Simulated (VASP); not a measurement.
Crystal: Ge7Cl.

```
CELL_PARAMETERS angstrom
6.14757 0.00000 0.00000
-3.07379 5.32395 0.00000
0.00000 0.00000 5.71250
ATOMIC_POSITIONS crystal
Ge 0.35045 0.00000 0.50000
Ge 0.00000 0.35045 0.50000
Ge 0.64955 0.64955 0.50000
Ge 0.64955 0.00000 0.50000
Ge 0.00000 0.64955 0.50000
Ge 0.35045 0.35045 0.50000
Ge 0.00000 0.00000 0.50000
Cl 0.00000 0.00000 0.00000
```

| Quantity | Value |
| --- | --- |
| Program | VASP 6.6.1 |
| Task | relaxation of cell and atoms |
| Functional | PBE |
| Potentials or basis | VASP PAW PBE potentials, release 64 (Ge_d, Cl) |
| Cutoff | 600 eV |
| k mesh | 3 × 3 × 4 |
| Occupations | gaussian, width 0.1 eV |
| Spin | no spin polarisation |

At the start: pressure 62.2 GPa; volume 23.37 Å³/atom.

Question: Where does the relaxation end?

Answer: Over 17 steps the energy falls by 2513.3 meV/atom and the volume is 36.13 Å³/atom (+54.6 %); space group P6/mmm (No. 191, to 0.05 Å).

The path:
```tsv
step	energy change (eV)	largest force (eV/Å)	pressure (GPa)	volume (Å³)
1	0.0000	7.2231	62.18	186.97
2	-13.5538	1.3456	-9.35	514.10
3	-19.4979	0.9712	0.59	321.58
4	-19.4939	0.9025	0.36	324.65
5	-19.6485	0.5365	-0.71	329.86
6	-19.6849	0.2468	-1.64	335.66
7	-19.8105	0.2221	-1.52	328.32
8	-20.0542	0.0471	-0.69	306.93
9	-20.0780	0.0702	0.00	297.09
10	-20.0795	0.0119	-0.26	300.23
11	-20.0804	0.0092	-0.17	299.14
12	-20.0802	0.0264	-0.12	298.43
13	-20.0882	0.0322	-0.09	296.51
14	-20.1027	0.0524	0.00	290.83
15	-20.0871	0.1050	0.24	279.37
16	-20.1046	0.0637	0.05	288.12
17	-20.1064	0.0197	-0.07	289.03
```

Final structure:
```cif
data_structure
_symmetry_space_group_name_H-M 'P 1'
_symmetry_Int_Tables_number 1
_cell_length_a 7.8916
_cell_length_b 7.8916
_cell_length_c 5.3590
_cell_angle_alpha 90.000
_cell_angle_beta 90.000
_cell_angle_gamma 120.000
_cell_volume 289.03
loop_
_atom_site_label
_atom_site_type_symbol
_atom_site_fract_x
_atom_site_fract_y
_atom_site_fract_z
_atom_site_occupancy
Ge1 Ge 0.34175 0.00000 0.50000 1
Ge2 Ge 0.00000 0.34175 0.50000 1
Ge3 Ge 0.65825 0.65825 0.50000 1
Ge4 Ge 0.65825 0.00000 0.50000 1
Ge5 Ge 0.00000 0.65825 0.50000 1
Ge6 Ge 0.34175 0.34175 0.50000 1
Ge7 Ge 0.00000 0.00000 0.50000 1
Cl1 Cl 0.00000 0.00000 0.00000 1
```

Caveat: the k points lie up to 0.31 Å⁻¹ apart in the final cell; the volume moved by over 15 % at a fixed basis, so the end points are rough; an odd number of electrons without spin polarisation forces a metal; a magnetic or distorted state may lie lower.
